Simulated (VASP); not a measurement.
# AlRu (P4mm) in VASP: further runs

AlRu is run at these levels: PBEsol; tasks: single point.

All numbers are computed with VASP 6.6.1; they aren't measurements. Logs are shortened: lines on timing, memory, paths and dates and some standing lists are left out, and cuts for length are marked.

### Step 1. The cell of the first run

Symmetry: P4mm, No. 99, tetragonal system. The conventional cell has a = 2.992 Å, b = 2.992 Å, c = 2.992 Å, α = 90.00°, β = 90.00°, γ = 90.00°. Within 3.0 Å of Al (site symmetry 4mm) lie 8 Ru at 2.30 to 2.98 Å and 6 Al at 2.99 Å. Within 3.0 Å of Ru (site symmetry 4mm) lie 8 Al at 2.30 to 2.98 Å and 6 Ru at 2.99 Å.

### Step 2. Single point, PBEsol (atom 1 (Al) moved by (+0.000, -0.600) A along [1 1 0] and z)

Input file INCAR:

```
PREC = Accurate ; ENCUT = 520
EDIFF = 1E-6 ; ISMEAR = 0
SIGMA = 0.15 ; LREAL = F
LASPH = T ; NELM = 80
ALGO = Fast ; ISIF = 2
LWAVE = F ; LCHARG = T
GGA = PS ; LELF = T
LVHAR = T ; NBANDS = 16
```

Input file KPOINTS:

```
Automatic mesh
0
Gamma
  16 16 16
```

Input file POSCAR:

```
AlRu
1.0
    2.9916000000      0.0000000000      0.0000000000
    0.0000000000      2.9916000000      0.0000000000
    0.0000000000      0.0000000000      2.9916000000
Al Ru
1 1
Direct
    0.0000000000      0.0000000000     -0.2005615724
    0.5000000000      0.5000000000      0.5000000000
```

Potentials or basis: VASP PAW PBE potentials, release 64 (Al, Ru_pv).

Launch:

```sh
$ cat potpaw_PBE.64/Al/POTCAR potpaw_PBE.64/Ru_pv/POTCAR > POTCAR
$ mpirun -np 1 vasp_std > vasp.out
```

OUTCAR:

```text
PREC = Accurate
   ENCUT = 520
   EDIFF = 1E-6
   ISMEAR = 0
   LREAL = F
   LASPH = T
   NELM = 80
   ISIF = 2
   GGA = PS

 ion  position               nearest neighbor table
   1  0.000  0.000  0.799-   2 2.30   2 2.30   2 2.30   2 2.30   2 2.98   2 2.98   2 2.98   2 2.98

   2  0.500  0.500  0.500-   1 2.30   1 2.30   1 2.30   1 2.30   1 2.98   1 2.98   1 2.98   1 2.98

  LATTYP: Found a simple cubic cell.
 ALAT       =     2.9916000000

  Lattice vectors:

 A1 = (   2.9916000000,   0.0000000000,   0.0000000000)
 A2 = (   0.0000000000,   2.9916000000,   0.0000000000)
 A3 = (   0.0000000000,   0.0000000000,   2.9916000000)

Analysis of symmetry for initial positions (statically):
=====================================================================
 Subroutine PRICEL returns:
 Original cell was already a primitive cell.

 Routine SETGRP: Setting up the symmetry group for a
 simple cubic supercell.

 Subroutine GETGRP returns: Found  8 space group operations
 (whereof  8 operations were pure point group operations)
 out of a pool of 48 trial point group operations.

The static configuration has the point symmetry C_4v.

Analysis of symmetry for dynamics (positions and initial velocities):
=====================================================================
 Subroutine PRICEL returns:
 Original cell was already a primitive cell.

 Routine SETGRP: Setting up the symmetry group for a
 simple cubic supercell.

 Subroutine GETGRP returns: Found  8 space group operations
 (whereof  8 operations were pure point group operations)
 out of a pool of 48 trial point group operations.

The dynamic configuration has the point symmetry C_4v.

 Subroutine INISYM returns: Found  8 space group operations
 (whereof  8 operations are pure point group operations),
 and found     1 'primitive' translations

----------------------------------------------------------------------------------------

                                     Primitive cell

  volume of cell :      26.7738

  direct lattice vectors                    reciprocal lattice vectors
     2.991600000  0.000000000  0.000000000     0.334269287  0.000000000  0.000000000
     0.000000000  2.991600000  0.000000000     0.000000000  0.334269287  0.000000000
     0.000000000  0.000000000  2.991600000     0.000000000  0.000000000  0.334269287

  length of vectors
     2.991600000  2.991600000  2.991600000     0.334269287  0.334269287  0.334269287

  position of ions in fractional coordinates (direct lattice)
     0.000000000  0.000000000  0.799438428
     0.500000000  0.500000000  0.500000000

  ion indices of the primitive-cell ions
   primitive index   ion index
                 1           1
                 2           2

----------------------------------------------------------------------------------------

 KPOINTS: Automatic mesh

Automatic generation of k-mesh.
 Grid dimensions read from file:
 generate k-points for:   16   16   16

 Generating k-lattice:

  Cartesian coordinates                     Fractional coordinates (reciprocal lattice)
     0.020891830  0.000000000  0.000000000     0.062500000  0.000000000  0.000000000
     0.000000000  0.020891830  0.000000000     0.000000000  0.062500000  0.000000000
     0.000000000  0.000000000  0.020891830     0.000000000  0.000000000  0.062500000

  Length of vectors
     0.020891830  0.020891830  0.020891830

  Shift w.r.t. Gamma in fractional coordinates (k-lattice)
     0.000000000  0.000000000  0.000000000

 Subroutine IBZKPT returns following result:
 ===========================================

 Found    405 irreducible k-points:

 Following reciprocal coordinates:
            Coordinates               Weight
  0.000000  0.000000  0.000000      1.000000
  0.062500  0.000000  0.000000      4.000000
  0.000000  0.000000  0.062500      2.000000
  0.125000  0.000000  0.000000      4.000000
  0.000000  0.000000  0.125000      2.000000
  0.187500  0.000000  0.000000      4.000000
[... 16 lines left out ...]
  0.187500  0.062500  0.000000      8.000000
  0.000000  0.187500  0.062500      8.000000
 [... further k-points ...]
   k-points           NKPTS =    405   k-points in BZ     NKDIM =    405   number of bands    NBANDS=     16
   number of dos      NEDOS =    301   number of ions     NIONS =      2
   total plane-waves  NPLWV =  13824
   dimension x,y,z NGX =    24 NGY =   24 NGZ =   24
   dimension x,y,z NGXF=    48 NGYF=   48 NGZF=   48
   ions per type =               1   1
   NGX,Y,Z   is equivalent  to a cutoff of  13.34, 13.34, 13.34 a.u.
   NGXF,Y,Z  is equivalent  to a cutoff of  26.67, 26.67, 26.67 a.u.
 SYSTEM =  unknown system
   PREC   = accura    normal or accurate (medium, high low for compatibility)
   ISTART =      0    job   : 0-new  1-cont  2-samecut
   ICHARG =      2    charge: 1-file 2-atom 10-const
   ISPIN  =      1    spin polarized calculation?
   LNONCOLLINEAR =      F non collinear calculations
   LSORBIT =      F    spin-orbit coupling
   LASPH  =      T    aspherical Exc in radial PAW
   ENCUT  =  520.0 eV  38.22 Ry    6.18 a.u.   5.56  5.56  5.56*2*pi/ulx,y,z
   NELM   =     80;   NELMIN=  2; NELMDL= -5     # of ELM steps
   EDIFF  = 0.1E-05   stopping-criterion for ELM
   LREAL  =      F    real-space projection
   EDIFFG = 0.1E-04   stopping-criterion for IOM
   NSW    =      0    number of steps for IOM
   IBRION =     -1    ionic relax: 0-MD 1-quasi-New 2-CG
   NFREE  =      0    steps in history (QN), initial steepest desc. (CG)
   ISIF   =      2    stress and relaxation
   ISYM   =      2    0-nonsym 1-usesym 2-fastsym
   POTIM  = 0.5000    time-step for ionic-motion
   TEBEG  =    0.0;   TEEND  =   0.0 temperature during run
   PSTRESS=    0.0 pullay stress
   NELECT =      17.0000    total number of electrons
   NUPDOWN=      -1.0000    fix difference up-down
   EMIN   =  10.00;   EMAX   =-10.00  energy-range for DOS
   EFERMI =   0.00;   METHOD = LEGACY
   ISMEAR =     0;   SIGMA  =   0.15  broadening in eV -4-tet -1-fermi 0-gaus
   EFERMI_NEDOS =   21; number of points for ismear=-14 and -15
   IALGO  =     68    algorithm
   IMIX   =      4    mixing-type and parameters
     AMIX     =   0.40;   BMIX     =  1.00
     AMIX_MAG =   1.60;   BMIX_MAG =  1.00
  volume/ion in A,a.u.               =      13.39        90.34
  Fermi-wavevector in a.u.,A,eV,Ry     =   1.407087  2.659009 26.938090  1.979894
  Thomas-Fermi vector in A             =   2.529382
   LORBIT       =      0    0 simple, 1 ext, 2 COOP (PROOUT), +10 PAW based schemes
   GGA     = PS    functional components
   LHFCALC =     F    Hartree Fock is set to
   AEXX    =    0.0000 exact exchange contribution
   IVDW    =     0    specifies the selected vdW correction
   LEPSILON=     F    determine dielectric tensor
   LRPA    =     F    only Hartree local field effects (RPA)
 non-spin polarized calculation
 RMM-DIIS sequential band-by-band and
 Gauss-broadening in eV      SIGMA  =   0.15
  energy-cutoff  :      520.00
  volume of cell :       26.77
 maximum number of plane-waves:       739
 NGX is ok and might be reduce to    24
   NGX = 11   NGY = 11   NGZ = 11

 number of electron      16.9999995 magnetization

 Free energy of the ion-electron system (eV)
  ---------------------------------------------------
  ext. energy  EPLUGINS =         0.00000000
  ---------------------------------------------------
  free energy    TOTEN  =       -14.21372011 eV

  energy without entropy =      -14.19561996  energy(sigma->0) =      -14.20467003

 E-fermi :  10.4288     XC(G=0): -12.5944

 val. band max:       10.4198140871   @ k =   0.4375   0.3750   0.3750
 cond. band min:      10.4426334458   @ k =   0.0625   0.3125   0.1250
 fundamental gap:      0.0228193587
 Fermi energy:        10.4287620908

 k-point     1 :       0.0000    0.0000    0.0000
  band No.  band energies     occupation
      1     -31.2061      2.00000
      2     -31.2061      2.00000
      3     -31.1052      2.00000
      4       0.9830      2.00000
      5       6.4684      2.00000
      6       6.8474      2.00000
[... 8 lines left out ...]
     15      22.7629      0.00000
     16      24.7359      0.00000

 k-point     2 :       0.0625    0.0000    0.0000
  band No.  band energies     occupation
      1     -31.2148      2.00000
      2     -31.2055      2.00000
      3     -31.1045      2.00000
      4       1.0607      2.00000
      5       6.4994      2.00000
      6       6.8761      2.00000
[... 8 lines left out ...]
     15      22.7639      0.00000
     16      24.9560      0.00000

 k-point     3 :       0.0000    0.0000    0.0625
  band No.  band energies     occupation
      1     -31.2055      2.00000
      2     -31.2055      2.00000
      3     -31.1132      2.00000
      4       1.0533      2.00000
      5       6.4904      2.00000
      6       6.8756      2.00000
[... 8 lines left out ...]
     15      22.7638      0.00000
     16      24.8359      0.00000

 k-point     4 :       0.1250    0.0000    0.0000
  band No.  band energies     occupation
      1     -31.2395      2.00000
      2     -31.2036      2.00000
      3     -31.1023      2.00000
      4       1.2909      2.00000
      5       6.5797      2.00000
      6       6.9586      2.00000
[... 8 lines left out ...]
     15      22.7696      0.00000
     16      25.7361      0.00000
[... 324 lines left out ...]
 k-point    22 :       0.0625    0.0000    0.1250
  band No.  band energies     occupation
      1     -31.2122      2.00000
      2     -31.2029      2.00000
      3     -31.1348      2.00000
      4       1.3377      2.00000
      5       6.5846      2.00000
      6       6.9775      2.00000
[... 8 lines left out ...]
     15      22.8289      0.00000
     16      25.2938      0.00000

 k-point    23 :       0.1875    0.0625    0.0000
  band No.  band energies     occupation
      1     -31.2754      2.00000
      2     -31.2093      2.00000
      3     -31.0983      2.00000
      4       1.7373      2.00000
      5       6.7197      2.00000
      6       7.1009      2.00000
[... 8 lines left out ...]
     15      22.9078      0.00000
     16      26.7976      0.00000

 k-point    24 :       0.0000    0.1875    0.0625
  band No.  band energies     occupation
      1     -31.2754      2.00000
      2     -31.2001      2.00000
      3     -31.1069      2.00000
      4       1.7307      2.00000
      5       6.6900      2.00000
      6       7.1193      2.00000
[... 8 lines left out ...]
     15      22.7822      0.00000
     16      26.8190      0.00000

 [... further k-points ...]
[... 5 lines left out ...]
  --------------------------------------------------------------------------------------
  -------------------------------------------------------------------------------------
  Total        5.1596763      5.1596763      0.3060399      0.0000000      0.0000000      0.0000000
  in kB      308.7610183    308.7610183     18.3137806      0.0000000      0.0000000      0.0000000
  external PRESSURE =     211.9452724 kB  Pullay stress =       0.0000000 kB

 VOLUME and BASIS-vectors are now :
 -----------------------------------------------------------------------------
  energy-cutoff  :      520.00
  volume of cell :       26.77
      direct lattice vectors                 reciprocal lattice vectors
     2.991600000  0.000000000  0.000000000     0.334269287  0.000000000  0.000000000
     0.000000000  2.991600000  0.000000000     0.000000000  0.334269287  0.000000000
     0.000000000  0.000000000  2.991600000     0.000000000  0.000000000  0.334269287

 POSITION                                       TOTAL-FORCE (eV/Angst)
 -----------------------------------------------------------------------------------
      0.00000      0.00000      2.39160         0.000000     -0.000000      4.083757
      1.49580      1.49580      1.49580         0.000000      0.000000     -4.083757
 -----------------------------------------------------------------------------------
    total drift:                                0.000000     -0.000000      0.000539

  FREE ENERGIE OF THE ION-ELECTRON SYSTEM (eV)
  ---------------------------------------------------
  free  energy   TOTEN  =       -14.2137201077 eV

  energy  without entropy=      -14.1956199608  energy(sigma->0) =      -14.20467003
```

It took 80 s on 1 thread of AMD EPYC 9R45 (Zen 5), shared host; peak memory 0.24 GiB.

Results:

- Free energy: -14.2137 eV
- Pressure: 21.2 GPa
- Largest force: 4.084 eV/Å
- Band gap on the k mesh: zero (an odd number of electrons rules out a gap without spin polarisation)

Forces on the atoms (eV/Å):
```
Al   0.000  0.000  4.084
Ru   0.000  0.000 -4.084
```

Caveat: the cell differs from its parent crystal (atom 1 (Al) moved by (+0.000, -0.600) A along [1 1 0] and z); the stress differs along the axes, from 2 to 31 GPa; the PAW data sets were made with another functional, which shifts forces and pressure a little.

### Step 3. Single point, PBEsol (atom 1 (Al) moved by (+0.000, -0.300) A along [1 1 0] and z)

Input file INCAR:

```
PREC = Accurate ; ENCUT = 520
EDIFF = 1E-7 ; ISMEAR = 0
SIGMA = 0.15 ; LREAL = F
LASPH = T ; NELM = 60
ALGO = Fast ; ISIF = 2
LWAVE = F ; LCHARG = F
GGA = PS ; NBANDS = 16
```

Input file KPOINTS:

```
regular mesh
0
Gamma
  16 16 16
```

Changes to POSCAR since step 2:

```diff
@@ -8,3 +8,3 @@
 Direct
-    0.0000000000      0.0000000000     -0.2005615724
+    0.0000000000      0.0000000000     -0.1002807862
     0.5000000000      0.5000000000      0.5000000000
```

Potentials or basis: VASP PAW PBE potentials, release 64 (Al, Ru_pv).

Launch:

```sh
$ cat potpaw_PBE.64/Al/POTCAR potpaw_PBE.64/Ru_pv/POTCAR > POTCAR
$ mpirun -np 1 vasp_std > vasp.out
```

It took 89 s on 1 thread of AMD EPYC 9R45 (Zen 5), shared host; peak memory 0.24 GiB.

The run converged. Its results:

```yaml
Free_energy: -15.1816 eV
Pressure: 3.5 GPa
Largest_force: 2.250 eV/Å
Band_gap_on_the_k_mesh: zero (an odd number of electrons rules out a gap without spin polarisation)
```

Forces in eV/Å, atoms in the order of the input:
```
Al   0.000  0.000  2.250
Ru   0.000  0.000 -2.250
```

Stress tensor (GPa, compression positive):
```
 5.92  0.00  0.00
 0.00  5.92  0.00
 0.00  0.00 -1.22
```

Levels at points of the mesh, in eV from the Fermi level:
| k point | band 5 | band 6 | band 7 | band 8 | band 9 | band 10 | band 11 | band 12 | band 13 | band 14 |
| --- | --- | --- | --- | --- | --- | --- | --- | --- | --- | --- |
| (0.00, 0.00, 0.00) | -3.69 | -3.61 | 0.08 | 0.19 | 0.19 | 6.21 | 6.21 | 6.30 | 11.07 | 11.25 |
| (0.50, 0.00, 0.00) | -5.42 | -2.86 | -1.74 | -1.53 | 0.41 | 2.25 | 7.51 | 11.26 | 11.49 | 11.50 |
| (0.00, 0.00, 0.50) | -5.19 | -2.94 | -1.55 | -1.55 | 0.32 | 2.38 | 7.76 | 10.80 | 10.80 | 12.98 |
| (0.50, 0.50, 0.00) | -2.96 | -1.74 | -1.74 | -0.61 | -0.61 | 1.51 | 5.18 | 5.97 | 11.57 | 13.57 |
| (0.00, 0.50, 0.50) | -3.34 | -1.32 | -1.32 | -1.14 | -1.06 | 1.52 | 5.35 | 6.13 | 10.84 | 12.09 |
| (0.50, 0.50, 0.50) | -4.54 | -4.54 | 1.60 | 1.62 | 2.50 | 3.98 | 3.98 | 4.31 | 8.72 | 8.72 |

Caveat: the cell differs from its parent crystal (atom 1 (Al) moved by (+0.000, -0.300) A along [1 1 0] and z); the stress differs along the axes, from -1 to 6 GPa; the PAW data sets were made with another functional, which shifts forces and pressure a little.

The gap in the log of VASP goes by the Fermi energy; the results here count the filled bands.